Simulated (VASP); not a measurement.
# Y (P2_1/m) in VASP: single point with PBEsol

Aim: the single point of Y with PBEsol.

All numbers are computed with VASP 6.6.1; they aren't measurements. Logs are shortened: lines on timing, memory, paths and dates and some standing lists are left out, and cuts for length are marked.

## (1) The cell of the first run

Symmetry: P2_1/m, No. 11, monoclinic system. Conventional cell: a = 3.651 Å, b = 5.747 Å, c = 3.651 Å, α = 90.00°, β = 120.00°, γ = 90.00°. Within 4.6 Å of Y (site symmetry m) lie 12 Y at 3.49 to 3.68 Å.

## (2) Single point, PBEsol (atom 1 (Y) moved by (+0.200, +0.000) A along [1 1 0] and z)

INCAR reads:

```
PREC     = Accurate       # precision mode
ENCUT    = 520            # plane-wave cutoff, eV
EDIFF    = 1E-6           # SCF threshold, eV
ISMEAR   = 0              # smearing method
SIGMA    = 0.15           # smearing width, eV
LREAL    = False          # projectors in reciprocal space
LASPH    = True           # aspherical terms in the spheres
NELM     = 100            # most SCF steps
ALGO     = Fast           # electronic algorithm
ISIF     = 2              # what is computed and relaxed
LWAVE    = False          # write WAVECAR
LCHARG   = False          # write CHGCAR
GGA      = PS             # functional
NBANDS   = 18             # bands
```

KPOINTS reads:

```
regular mesh
0
Gamma
  18 18 8
```

POSCAR reads:

```
Y
1.0
    3.6514992371      0.0000000000      0.0000000000
   -1.8257496185      3.1622911012      0.0000000000
    0.0000000000      0.0000000000      5.7474000000
Y
2
Direct
    0.3944235869      0.7113878361      0.2500000000
    0.6666666667      0.3333333333      0.7500000000
```

Potentials or basis: VASP PAW PBE potentials, release 64 (Y_sv).

Command:

```bash
$ cat potpaw_PBE.64/Y_sv/POTCAR > POTCAR
$ mpirun -np 1 vasp_std > vasp.out
```

OUTCAR:

```text
PREC = Accurate
   ENCUT = 520
   EDIFF = 1E-6
   ISMEAR = 0
   LREAL = False
   LASPH = True
   NELM = 100
   ISIF = 2
   GGA = PS

 ion  position               nearest neighbor table
   1  0.394  0.711  0.250-   2 3.49   2 3.49   2 3.54   2 3.54   2 3.68   2 3.68
   2  0.667  0.333  0.750-   1 3.49   1 3.49   1 3.54   1 3.54   1 3.68   1 3.68

  LATTYP: Found a hexagonal cell.
 ALAT       =     3.6514992371
 C/A-ratio  =     1.5739836234

  Lattice vectors:

 A1 = (   3.6514992371,   0.0000000000,   0.0000000000)
 A2 = (  -1.8257496185,   3.1622911012,   0.0000000000)
 A3 = (   0.0000000000,   0.0000000000,   5.7474000000)

Analysis of symmetry for initial positions (statically):
=====================================================================
 Subroutine PRICEL returns:
 Original cell was already a primitive cell.

 Routine SETGRP: Setting up the symmetry group for a
 hexagonal supercell.

 Subroutine GETGRP returns: Found  4 space group operations
 (whereof  1 operations were pure point group operations)
 out of a pool of 24 trial point group operations.

The static configuration has the point symmetry C_1 .
 The point group associated with its full space group is C_2h.

Analysis of symmetry for dynamics (positions and initial velocities):
=====================================================================
 Subroutine PRICEL returns:
 Original cell was already a primitive cell.

 Routine SETGRP: Setting up the symmetry group for a
 hexagonal supercell.

 Subroutine GETGRP returns: Found  4 space group operations
 (whereof  1 operations were pure point group operations)
 out of a pool of 24 trial point group operations.

The dynamic configuration has the point symmetry C_1 .
 The point group associated with its full space group is C_2h.

 Subroutine INISYM returns: Found  4 space group operations
 (whereof  1 operations are pure point group operations),
 and found     1 'primitive' translations

----------------------------------------------------------------------------------------

                                     Primitive cell

  volume of cell :      66.3658

  direct lattice vectors                    reciprocal lattice vectors
     3.651499237  0.000000000  0.000000000     0.273860115  0.158113211  0.000000000
    -1.825749618  3.162291101  0.000000000     0.000000000  0.316226422  0.000000000
     0.000000000  0.000000000  5.747400000     0.000000000  0.000000000  0.173991718

  length of vectors
     3.651499237  3.651499237  5.747400000     0.316226422  0.316226422  0.173991718

  position of ions in fractional coordinates (direct lattice)
     0.394423587  0.711387836  0.250000000
     0.666666667  0.333333333  0.750000000

  ion indices of the primitive-cell ions
   primitive index   ion index
                 1           1
                 2           2

----------------------------------------------------------------------------------------

 KPOINTS: regular mesh

Automatic generation of k-mesh.
 Grid dimensions read from file:
 generate k-points for:   18   18    8

 Generating k-lattice:

  Cartesian coordinates                     Fractional coordinates (reciprocal lattice)
     0.015214451  0.008784067  0.000000000     0.055555556  0.000000000  0.000000000
     0.000000000  0.017568135  0.000000000     0.000000000  0.055555556  0.000000000
     0.000000000  0.000000000  0.021748965     0.000000000  0.000000000  0.125000000

  Length of vectors
     0.017568135  0.017568135  0.021748965

  Shift w.r.t. Gamma in fractional coordinates (k-lattice)
     0.000000000  0.000000000  0.000000000

 Subroutine IBZKPT returns following result:
 ===========================================

 Found    820 irreducible k-points:

 Following reciprocal coordinates:
            Coordinates               Weight
  0.000000  0.000000  0.000000      1.000000
  0.055556 -0.000000  0.000000      2.000000
  0.000000  0.055556  0.000000      2.000000
 -0.055556  0.055556  0.000000      2.000000
  0.111111 -0.000000  0.000000      2.000000
  0.000000  0.111111  0.000000      2.000000
[... 16 lines left out ...]
  0.444444  0.000000  0.000000      2.000000
  0.000000  0.444444  0.000000      2.000000
 [... further k-points ...]
   k-points           NKPTS =    820   k-points in BZ     NKDIM =    820   number of bands    NBANDS=     18
   number of dos      NEDOS =    301   number of ions     NIONS =      2
   total plane-waves  NPLWV =  37632
   dimension x,y,z NGX =    28 NGY =   28 NGZ =   48
   dimension x,y,z NGXF=    56 NGYF=   56 NGZF=   96
   ions per type =               2
   NGX,Y,Z   is equivalent  to a cutoff of  12.75, 12.75, 13.88 a.u.
   NGXF,Y,Z  is equivalent  to a cutoff of  25.50, 25.50, 27.77 a.u.
 SYSTEM =  unknown system
   PREC   = accura    normal or accurate (medium, high low for compatibility)
   ISTART =      0    job   : 0-new  1-cont  2-samecut
   ICHARG =      2    charge: 1-file 2-atom 10-const
   ISPIN  =      1    spin polarized calculation?
   LNONCOLLINEAR =      F non collinear calculations
   LSORBIT =      F    spin-orbit coupling
   LASPH  =      T    aspherical Exc in radial PAW
   ENCUT  =  520.0 eV  38.22 Ry    6.18 a.u.   6.79  6.79 10.69*2*pi/ulx,y,z
   NELM   =    100;   NELMIN=  2; NELMDL= -5     # of ELM steps
   EDIFF  = 0.1E-05   stopping-criterion for ELM
   LREAL  =      F    real-space projection
   EDIFFG = 0.1E-04   stopping-criterion for IOM
   NSW    =      0    number of steps for IOM
   IBRION =     -1    ionic relax: 0-MD 1-quasi-New 2-CG
   NFREE  =      0    steps in history (QN), initial steepest desc. (CG)
   ISIF   =      2    stress and relaxation
   ISYM   =      2    0-nonsym 1-usesym 2-fastsym
   POTIM  = 0.5000    time-step for ionic-motion
   TEBEG  =    0.0;   TEEND  =   0.0 temperature during run
   PSTRESS=    0.0 pullay stress
   NELECT =      22.0000    total number of electrons
   NUPDOWN=      -1.0000    fix difference up-down
   EMIN   =  10.00;   EMAX   =-10.00  energy-range for DOS
   EFERMI =   0.00;   METHOD = LEGACY
   ISMEAR =     0;   SIGMA  =   0.15  broadening in eV -4-tet -1-fermi 0-gaus
   EFERMI_NEDOS =   21; number of points for ismear=-14 and -15
   IALGO  =     68    algorithm
   IMIX   =      4    mixing-type and parameters
     AMIX     =   0.40;   BMIX     =  1.00
     AMIX_MAG =   1.60;   BMIX_MAG =  1.00
  volume/ion in A,a.u.               =      33.18       223.93
  Fermi-wavevector in a.u.,A,eV,Ry     =   1.133011  2.141081 17.465997  1.283715
  Thomas-Fermi vector in A             =   2.269713
   LORBIT       =      0    0 simple, 1 ext, 2 COOP (PROOUT), +10 PAW based schemes
   GGA     = PS    functional components
   LHFCALC =     F    Hartree Fock is set to
   AEXX    =    0.0000 exact exchange contribution
   IVDW    =     0    specifies the selected vdW correction
   LEPSILON=     F    determine dielectric tensor
   LRPA    =     F    only Hartree local field effects (RPA)
 non-spin polarized calculation
 RMM-DIIS sequential band-by-band and
 Gauss-broadening in eV      SIGMA  =   0.15
  energy-cutoff  :      520.00
  volume of cell :       66.37
 maximum number of plane-waves:      1818
   NGX = 13   NGY = 13   NGZ = 21

 number of electron      22.0000001 magnetization

 Free energy of the ion-electron system (eV)
  ---------------------------------------------------
  ext. energy  EPLUGINS =         0.00000000
  ---------------------------------------------------
  free energy    TOTEN  =       -13.60738641 eV

  energy without entropy =      -13.56157365  energy(sigma->0) =      -13.58448003

 E-fermi :   2.8322     XC(G=0):  -9.4931

 val. band max:        2.8302167737   @ k =  -0.1111   0.3889   0.0000
 cond. band min:       2.8326504664   @ k =   0.2778   0.1667   0.2500
 fundamental gap:      0.0024336927
 Fermi energy:         2.8322473100

 k-point     1 :       0.0000    0.0000    0.0000
  band No.  band energies     occupation
      1     -39.7907      2.00000
      2     -39.7190      2.00000
      3     -20.0833      2.00000
      4     -19.6305      2.00000
      5     -19.5875      2.00000
      6     -19.5369      2.00000
[... 10 lines left out ...]
     17       5.3313      0.00000
     18       5.9570      0.00000

 k-point     2 :       0.0556   -0.0000    0.0000
  band No.  band energies     occupation
      1     -39.7893      2.00000
      2     -39.7184      2.00000
      3     -20.0786      2.00000
      4     -19.6339      2.00000
      5     -19.5992      2.00000
      6     -19.5476      2.00000
[... 10 lines left out ...]
     17       5.3753      0.00000
     18       5.8376      0.00000

 k-point     3 :       0.0000    0.0556    0.0000
  band No.  band energies     occupation
      1     -39.7891      2.00000
      2     -39.7185      2.00000
      3     -20.0775      2.00000
      4     -19.6402      2.00000
      5     -19.5929      2.00000
      6     -19.5403      2.00000
[... 10 lines left out ...]
     17       5.2993      0.00000
     18       5.8618      0.00000

 k-point     4 :      -0.0556    0.0556    0.0000
  band No.  band energies     occupation
      1     -39.7892      2.00000
      2     -39.7185      2.00000
      3     -20.0777      2.00000
      4     -19.6389      2.00000
      5     -19.5939      2.00000
      6     -19.5430      2.00000
[... 375 lines left out ...]
      4     -19.8732      2.00000
      5     -19.8467      2.00000
      6     -19.7044      2.00000
[... 10 lines left out ...]
     17       7.2317      0.00000
     18       7.5097      0.00000

 k-point    23 :       0.4444    0.0000    0.0000
  band No.  band energies     occupation
      1     -39.7426      2.00000
      2     -39.7010      2.00000
      3     -19.9688      2.00000
      4     -19.9055      2.00000
      5     -19.8584      2.00000
      6     -19.7323      2.00000
[... 10 lines left out ...]
     17       7.7040      0.00000
     18       7.8816      0.00000

 k-point    24 :       0.0000    0.4444    0.0000
  band No.  band energies     occupation
      1     -39.7296      2.00000
      2     -39.7138      2.00000
      3     -19.9678      2.00000
      4     -19.8806      2.00000
      5     -19.8081      2.00000
      6     -19.7117      2.00000
[... 10 lines left out ...]
     17       7.9063      0.00000
     18       8.0550      0.00000

 [... further k-points ...]
[... 5 lines left out ...]
  --------------------------------------------------------------------------------------
  -------------------------------------------------------------------------------------
  Total       -1.0856700     -0.7422918     -1.0776285     -0.1808035      0.0000000      0.0000000
  in kB      -26.2098134    -17.9201148    -26.0156782     -4.3648866      0.0000000      0.0000000
  external PRESSURE =     -23.3818688 kB  Pullay stress =       0.0000000 kB

 VOLUME and BASIS-vectors are now :
 -----------------------------------------------------------------------------
  energy-cutoff  :      520.00
  volume of cell :       66.37
      direct lattice vectors                 reciprocal lattice vectors
     3.651499237  0.000000000  0.000000000     0.273860115  0.158113211  0.000000000
    -1.825749618  3.162291101  0.000000000     0.000000000  0.316226422  0.000000000
     0.000000000  0.000000000  5.747400000     0.000000000  0.000000000  0.173991718

 POSITION                                       TOTAL-FORCE (eV/Angst)
 -----------------------------------------------------------------------------------
      0.14142      2.24962      1.43685        -0.144237     -0.163113      0.000000
      1.82575      1.05410      4.31055         0.144237      0.163113      0.000000
 -----------------------------------------------------------------------------------
    total drift:                               -0.000001      0.000001      0.000000

  FREE ENERGIE OF THE ION-ELECTRON SYSTEM (eV)
  ---------------------------------------------------
  free  energy   TOTEN  =       -13.6073864066 eV

  energy  without entropy=      -13.5615736471  energy(sigma->0) =      -13.58448003
```

It took 22 min on 1 thread of Intel Xeon Platinum 8375C at 2.90GHz (Ice Lake), shared host; peak memory 0.93 GiB.

What came out:

- Free energy: -13.6074 eV
- Pressure: -2.3 GPa
- Largest force: 0.218 eV/Å
- Band gap on the k mesh: zero (band 11 reaches 3.75 eV, above the bottom of band 12 at 2.36 eV)

Forces on the atoms (eV/Å):
```
Y   -0.144 -0.163  0.000
Y    0.144  0.163  0.000
```

Stress tensor (GPa, compression positive):
```
-2.62 -0.44  0.00
-0.44 -1.79  0.00
 0.00  0.00 -2.60
```

Levels at points of the mesh, in eV from the Fermi level:
| k point | band 7 | band 8 | band 9 | band 10 | band 11 | band 12 | band 13 | band 14 | band 15 | band 16 |
| --- | --- | --- | --- | --- | --- | --- | --- | --- | --- | --- |
| (0.00, 0.00, 0.00) | -22.35 | -22.32 | -4.68 | -1.85 | 0.86 | 1.67 | 1.79 | 1.84 | 2.35 | 2.49 |
| (0.50, 0.00, 0.00) | -22.41 | -22.41 | -1.82 | -1.15 | -0.99 | -0.07 | 1.39 | 1.84 | 2.21 | 5.10 |
| (0.00, 0.50, 0.00) | -22.53 | -22.42 | -1.56 | -1.18 | -0.64 | -0.10 | 1.04 | 1.56 | 1.85 | 4.92 |
| (0.50, 0.50, 0.00) | -22.49 | -22.42 | -1.63 | -1.15 | -0.74 | -0.09 | 1.23 | 1.56 | 1.89 | 4.96 |
| (0.00, 0.00, 0.50) | -22.39 | -22.39 | -3.26 | -3.26 | 0.92 | 0.92 | 1.63 | 1.63 | 1.74 | 1.74 |
| (0.50, 0.00, 0.50) | -22.48 | -22.48 | -1.55 | -1.55 | -0.07 | -0.07 | 1.47 | 1.47 | 2.73 | 2.73 |
| (0.00, 0.50, 0.50) | -22.45 | -22.45 | -1.69 | -1.69 | 0.13 | 0.13 | 1.27 | 1.27 | 2.83 | 2.83 |
| (0.50, 0.50, 0.50) | -22.45 | -22.45 | -1.66 | -1.66 | 0.07 | 0.07 | 1.31 | 1.31 | 2.86 | 2.86 |

Caveat: the cell differs from its parent crystal (atom 1 (Y) moved by (+0.200, +0.000) A along [1 1 0] and z); the PAW data sets were made with another functional, which shifts forces and pressure a little.
